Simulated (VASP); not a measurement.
Co, 2 atoms in the cell. Symmetry: P6_3/mmc, No. 194, hexagonal system. Conventional cell: a = 2.491 Å, b = 2.491 Å, c = 4.043 Å, α = 90.00°, β = 90.00°, γ = 120.00°. Within 3.3 Å of Co (site symmetry -6m2) lie 12 Co at 2.48 to 2.49 Å. 

* Program: VASP 6.6.1
* Task: single point
* Functional: PBE
* Potentials or basis: VASP PAW PBE potentials, release 64 (Co)
* Cutoff: 520 eV
* k mesh: 15 × 15 × 8
* Occupations: fermi-dirac, width 0.1 eV
* Spin: collinear spin, ferromagnetic start
* Starting moments: [1.8, 1.8] μB
* Dipole correction: no
* Further INCAR settings: ALGO = Normal; EDIFF = 1e-06; NBANDS = 20

Potentials or basis: VASP PAW PBE potentials, release 64 (Co).

Run with:

```sh
$ cat potpaw_PBE.64/Co/POTCAR > POTCAR
$ mpirun -np 1 vasp_std > vasp.out
```

Hardware: 1 thread of AMD EPYC 7R13 Processor (Zen 3), on a shared host.

Question: Estimate the wall time of this run.

Answer: It took 86 s on 1 thread of AMD EPYC 7R13 Processor (Zen 3) (shared host), peak memory 0.17 GiB. Counts: scf iterations 13, k points 135.
